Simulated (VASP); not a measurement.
# SnSe (Pnma) in VASP: single point with LDA

Aim: the single point of SnSe with LDA.

Program: VASP 6.6.1. These are calculated values, not measurements. Logs are shortened: lines on timing, memory, paths and dates and some standing lists are left out, and cuts for length are marked.

**Experimental background.**

From “Linear dichroism of the optical properties of SnS and SnSe van der Waals crystals”, 2024, arxiv:2409.17412, for a bulk crystal of SnSe at 300 K: band gap 0.89 eV (indirect).

How close the calculation comes is told below.

## (1) The cell of the first run

Symmetry: Pnma, No. 62, orthorhombic system. Conventional cell: a = 11.420 Å, b = 4.190 Å, c = 4.460 Å, α = 90.00°, β = 90.00°, γ = 90.00°. Within 3.6 Å of Sn (site symmetry m) lie 6 Se at 2.69 to 3.51 Å and 2 Sn at 3.60 Å. Within 3.6 Å of Se (site symmetry m) lie 6 Sn at 2.69 to 3.51 Å.

## (2) Single point, LDA

INCAR reads:

```
PREC = Accurate
ENCUT = 520
EDIFF = 1E-6
ISMEAR = 0
SIGMA = 0.01
LREAL = F
LASPH = T
NELM = 80
ALGO = Normal
ISIF = 2
LWAVE = F
LCHARG = F
GGA = CA
NBANDS = 50
```

KPOINTS reads:

```
Automatic mesh
0
Gamma
  2 5 4
```

POSCAR reads:

```
SnSe
1.0
   11.4200000000      0.0000000000      0.0000000000
    0.0000000000      4.1900000000      0.0000000000
    0.0000000000      0.0000000000      4.4600000000
Sn Se
4 4
Direct
    0.1230000000      0.2500000000      0.0910000000
    0.3770000000      0.7500000000      0.5910000000
    0.6230000000      0.2500000000      0.4090000000
    0.8770000000      0.7500000000      0.9090000000
    0.3570000000      0.2500000000      0.0160000000
    0.1430000000      0.7500000000      0.5160000000
    0.8570000000      0.2500000000      0.4840000000
    0.6430000000      0.7500000000      0.9840000000
```

Potentials or basis: VASP PAW LDA potentials, release 64 (Sn_d, Se).

Started as:

```sh
> cat potpaw_LDA.64/Sn_d/POTCAR potpaw_LDA.64/Se/POTCAR > POTCAR
> mpirun -np 1 vasp_std > vasp.out
```

OUTCAR:

```text
PREC = Accurate
   ENCUT = 520
   EDIFF = 1E-6
   ISMEAR = 0
   LREAL = F
   LASPH = T
   NELM = 80
   ISIF = 2
   GGA = CA

 ion  position               nearest neighbor table
   1  0.123  0.250  0.091-   5 2.69   6 2.83   6 2.83   4 3.60   4 3.60
   2  0.377  0.750  0.591-   6 2.69   5 2.83   5 2.83   3 3.60   3 3.60
   3  0.623  0.250  0.409-   7 2.69   8 2.83   8 2.83   2 3.60   2 3.60
   4  0.877  0.750  0.909-   8 2.69   7 2.83   7 2.83   1 3.60   1 3.60
   5  0.357  0.250  0.016-   1 2.69   2 2.83   2 2.83
   6  0.143  0.750  0.516-   2 2.69   1 2.83   1 2.83
   7  0.857  0.250  0.484-   3 2.69   4 2.83   4 2.83
   8  0.643  0.750  0.984-   4 2.69   3 2.83   3 2.83

  LATTYP: Found a simple orthorhombic cell.
 ALAT       =     4.1900000000
 B/A-ratio  =     1.0644391408
 C/A-ratio  =     2.7255369928

  Lattice vectors:

 A1 = (   0.0000000000,   4.1900000000,   0.0000000000)
 A2 = (   0.0000000000,   0.0000000000,   4.4600000000)
 A3 = (  11.4200000000,   0.0000000000,   0.0000000000)

Analysis of symmetry for initial positions (statically):
=====================================================================
 Subroutine PRICEL returns:
 Original cell was already a primitive cell.

 Routine SETGRP: Setting up the symmetry group for a
 simple orthorhombic supercell.

 Subroutine GETGRP returns: Found  8 space group operations
 (whereof  2 operations were pure point group operations)
 out of a pool of  8 trial point group operations.

The static configuration has the point symmetry S_2 .
 The point group associated with its full space group is D_2h.

Analysis of symmetry for dynamics (positions and initial velocities):
=====================================================================
 Subroutine PRICEL returns:
 Original cell was already a primitive cell.

 Routine SETGRP: Setting up the symmetry group for a
 simple orthorhombic supercell.

 Subroutine GETGRP returns: Found  8 space group operations
 (whereof  2 operations were pure point group operations)
 out of a pool of  8 trial point group operations.

The dynamic configuration has the point symmetry S_2 .
 The point group associated with its full space group is D_2h.

 Subroutine INISYM returns: Found  8 space group operations
 (whereof  2 operations are pure point group operations),
 and found     1 'primitive' translations

----------------------------------------------------------------------------------------

                                     Primitive cell

  volume of cell :     213.4101

  direct lattice vectors                    reciprocal lattice vectors
    11.420000000  0.000000000  0.000000000     0.087565674  0.000000000  0.000000000
     0.000000000  4.190000000  0.000000000     0.000000000  0.238663484  0.000000000
     0.000000000  0.000000000  4.460000000     0.000000000  0.000000000  0.224215247

  length of vectors
    11.420000000  4.190000000  4.460000000     0.087565674  0.238663484  0.224215247

  position of ions in fractional coordinates (direct lattice)
     0.123000000  0.250000000  0.091000000
     0.377000000  0.750000000  0.591000000
     0.623000000  0.250000000  0.409000000
     0.877000000  0.750000000  0.909000000
     0.357000000  0.250000000  0.016000000
     0.143000000  0.750000000  0.516000000
     0.857000000  0.250000000  0.484000000
     0.643000000  0.750000000  0.984000000

  ion indices of the primitive-cell ions
   primitive index   ion index
                 1           1
                 2           2
                 3           3
                 4           4
                 5           5
                 6           6
                 7           7
                 8           8

----------------------------------------------------------------------------------------

 KPOINTS: Automatic mesh

Automatic generation of k-mesh.
 Grid dimensions read from file:
 generate k-points for:    2    5    4

 Generating k-lattice:

  Cartesian coordinates                     Fractional coordinates (reciprocal lattice)
     0.043782837  0.000000000  0.000000000     0.500000000  0.000000000  0.000000000
     0.000000000  0.047732697  0.000000000     0.000000000  0.200000000  0.000000000
     0.000000000  0.000000000  0.056053812     0.000000000  0.000000000  0.250000000

  Length of vectors
     0.043782837  0.047732697  0.056053812

  Shift w.r.t. Gamma in fractional coordinates (k-lattice)
     0.000000000  0.000000000  0.000000000

 Subroutine IBZKPT returns following result:
 ===========================================

 Found     18 irreducible k-points:

 Following reciprocal coordinates:
            Coordinates               Weight
  0.000000  0.000000  0.000000      1.000000
  0.500000  0.000000  0.000000      1.000000
  0.000000  0.200000  0.000000      2.000000
  0.500000  0.200000  0.000000      2.000000
  0.000000  0.400000  0.000000      2.000000
  0.500000  0.400000  0.000000      2.000000
[... 10 lines left out ...]
  0.000000  0.400000  0.500000      2.000000
  0.500000  0.400000  0.500000      2.000000
   k-points           NKPTS =     18   k-points in BZ     NKDIM =     18   number of bands    NBANDS=     50
   number of dos      NEDOS =    301   number of ions     NIONS =      8
   total plane-waves  NPLWV = 103680
   dimension x,y,z NGX =    90 NGY =   32 NGZ =   36
   dimension x,y,z NGXF=   180 NGYF=   64 NGZF=   72
   ions per type =               4   4
   NGX,Y,Z   is equivalent  to a cutoff of  13.10, 12.70, 13.42 a.u.
   NGXF,Y,Z  is equivalent  to a cutoff of  26.20, 25.39, 26.84 a.u.
 SYSTEM =  unknown system
   PREC   = accura    normal or accurate (medium, high low for compatibility)
   ISTART =      0    job   : 0-new  1-cont  2-samecut
   ICHARG =      2    charge: 1-file 2-atom 10-const
   ISPIN  =      1    spin polarized calculation?
   LNONCOLLINEAR =      F non collinear calculations
   LSORBIT =      F    spin-orbit coupling
   LASPH  =      T    aspherical Exc in radial PAW
   ENCUT  =  520.0 eV  38.22 Ry    6.18 a.u.  21.23  7.79  8.29*2*pi/ulx,y,z
   NELM   =     80;   NELMIN=  2; NELMDL= -5     # of ELM steps
   EDIFF  = 0.1E-05   stopping-criterion for ELM
   LREAL  =      F    real-space projection
   EDIFFG = 0.1E-04   stopping-criterion for IOM
   NSW    =      0    number of steps for IOM
   IBRION =     -1    ionic relax: 0-MD 1-quasi-New 2-CG
   NFREE  =      0    steps in history (QN), initial steepest desc. (CG)
   ISIF   =      2    stress and relaxation
   ISYM   =      2    0-nonsym 1-usesym 2-fastsym
   POTIM  = 0.5000    time-step for ionic-motion
   TEBEG  =    0.0;   TEEND  =   0.0 temperature during run
   PSTRESS=    0.0 pullay stress
   NELECT =      80.0000    total number of electrons
   NUPDOWN=      -1.0000    fix difference up-down
   EMIN   =  10.00;   EMAX   =-10.00  energy-range for DOS
   EFERMI =   0.00;   METHOD = LEGACY
   ISMEAR =     0;   SIGMA  =   0.01  broadening in eV -4-tet -1-fermi 0-gaus
   EFERMI_NEDOS =   21; number of points for ismear=-14 and -15
   IALGO  =     38    algorithm
   IMIX   =      4    mixing-type and parameters
     AMIX     =   0.40;   BMIX     =  1.00
     AMIX_MAG =   1.60;   BMIX_MAG =  1.00
  volume/ion in A,a.u.               =      26.68       180.02
  Fermi-wavevector in a.u.,A,eV,Ry     =   1.180411  2.230653 18.957944  1.393370
  Thomas-Fermi vector in A             =   2.316704
   LORBIT       =      0    0 simple, 1 ext, 2 COOP (PROOUT), +10 PAW based schemes
   GGA     = CA    functional components
   LHFCALC =     F    Hartree Fock is set to
   AEXX    =    0.0000 exact exchange contribution
   IVDW    =     0    specifies the selected vdW correction
   LEPSILON=     F    determine dielectric tensor
   LRPA    =     F    only Hartree local field effects (RPA)
 non-spin polarized calculation
 Gauss-broadening in eV      SIGMA  =   0.01
  energy-cutoff  :      520.00
  volume of cell :      213.41
 maximum number of plane-waves:      5769
 NGX is ok and might be reduce to    90
   NGX = 43   NGY = 15   NGZ = 17

 number of electron      79.9999999 magnetization

 Free energy of the ion-electron system (eV)
  ---------------------------------------------------
  ext. energy  EPLUGINS =         0.00000000
  ---------------------------------------------------
  free energy    TOTEN  =       -37.91564145 eV

  energy without entropy =      -37.91564145  energy(sigma->0) =      -37.91564145

 E-fermi :   5.0734     XC(G=0):  -9.9851

 val. band max:        4.9899625634   @ k =   0.0000   0.0000   0.2500
 cond. band min:       6.0346541347   @ k =   0.0000   0.0000   0.0000
 fundamental gap:      1.0446915713
 Fermi energy:         5.0734129242

 k-point     1 :       0.0000    0.0000    0.0000
  band No.  band energies     occupation
      1     -15.9309      2.00000
      2     -15.9161      2.00000
      3     -15.9148      2.00000
      4     -15.9142      2.00000
      5     -15.9097      2.00000
      6     -15.9093      2.00000
[... 42 lines left out ...]
     49       9.8566      0.00000
     50       9.8898      0.00000

 k-point     2 :       0.5000    0.0000    0.0000
  band No.  band energies     occupation
      1     -15.9251      2.00000
      2     -15.9251      2.00000
      3     -15.9133      2.00000
      4     -15.9133      2.00000
      5     -15.9121      2.00000
      6     -15.9121      2.00000
[... 42 lines left out ...]
     49      10.2477      0.00000
     50      10.2480      0.00000

 k-point     3 :       0.0000    0.2000    0.0000
  band No.  band energies     occupation
      1     -15.9228      2.00000
      2     -15.9180      2.00000
      3     -15.9176      2.00000
      4     -15.9145      2.00000
      5     -15.9101      2.00000
      6     -15.9077      2.00000
[... 784 lines left out ...]
     49      10.4112      0.00000
     50      10.4116      0.00000

 k-point    18 :       0.5000    0.4000    0.5000
  band No.  band energies     occupation
      1     -15.9343      2.00000
      2     -15.9343      2.00000
      3     -15.9322      2.00000
      4     -15.9322      2.00000
      5     -15.9002      2.00000
      6     -15.9002      2.00000
[... 42 lines left out ...]
     49      11.1222      0.00000
     50      11.2696      0.00000

------------------------ aborting loop because EDIFF is reached ----------------------------------------

  FORCE on cell =-STRESS in cart. coord.  units (eV):
  Direction    XX          YY          ZZ          XY          YZ          ZX
  --------------------------------------------------------------------------------------
  -------------------------------------------------------------------------------------
  Total       -0.1850510     -3.5829248     -4.1597399      0.0000000      0.0000000      0.0000000
  in kB       -1.3892711    -26.8988239    -31.2292656      0.0000000      0.0000000      0.0000000
  external PRESSURE =     -19.8391202 kB  Pullay stress =       0.0000000 kB

 VOLUME and BASIS-vectors are now :
 -----------------------------------------------------------------------------
  energy-cutoff  :      520.00
  volume of cell :      213.41
      direct lattice vectors                 reciprocal lattice vectors
    11.420000000  0.000000000  0.000000000     0.087565674  0.000000000  0.000000000
     0.000000000  4.190000000  0.000000000     0.000000000  0.238663484  0.000000000
     0.000000000  0.000000000  4.460000000     0.000000000  0.000000000  0.224215247

 POSITION                                       TOTAL-FORCE (eV/Angst)
 -----------------------------------------------------------------------------------
      1.40466      1.04750      0.40586        -0.123622     -0.000000      0.099121
      4.30534      3.14250      2.63586         0.123622      0.000000      0.099121
      7.11466      1.04750      1.82414        -0.123622      0.000000     -0.099121
     10.01534      3.14250      4.05414         0.123622     -0.000000     -0.099121
      4.07694      1.04750      0.07136         0.123114     -0.000000     -0.093152
      1.63306      3.14250      2.30136        -0.123114     -0.000000     -0.093152
      9.78694      1.04750      2.15864         0.123114     -0.000000      0.093152
      7.34306      3.14250      4.38864        -0.123114      0.000000      0.093152
 -----------------------------------------------------------------------------------
    total drift:                               -0.000000     -0.000000      0.000000

  FREE ENERGIE OF THE ION-ELECTRON SYSTEM (eV)
  ---------------------------------------------------
  free  energy   TOTEN  =       -37.9156414478 eV

  energy  without entropy=      -37.9156414478  energy(sigma->0) =      -37.91564145
```

Run time: 2.9 min. Hardware: 1 thread of AMD EPYC 7R13 (Zen 3), shared host; peak memory 0.3 GiB.

What came out:

```
Free energy            : -37.9156 eV
Pressure               : -2.0 GPa
Largest force          : 0.158 eV/Å
Band gap on the k mesh : 1.04 eV, indirect (least direct gap 1.28 eV)
```

Forces on the atoms (eV/Å):
```
Sn  -0.124  0.000  0.099
Sn   0.124  0.000  0.099
Sn  -0.124  0.000 -0.099
Sn   0.124  0.000 -0.099
Se   0.123  0.000 -0.093
Se  -0.123  0.000 -0.093
Se   0.123  0.000  0.093
Se  -0.123  0.000  0.093
```

Caveat: spin-orbit coupling is left out, which moves the levels of the heavy elements.

## (3) Against experiment

Step 2. Against the measured gap of SnSe, 0.89 eV (indirect; 300 K; “Linear dichroism of the optical properties of SnS and SnSe van der Waals crystals”, 2024, arxiv:2409.17412), the calculated 1.04 eV is off by +0.15 eV. 2 values of this kind are on record (0.89 to 0.99 eV); this one was drawn at random. Spin-orbit coupling on Se, Sn is left out. The value is that of LDA on a finite k mesh, which can miss the band edges, without temperature or zero-point motion.
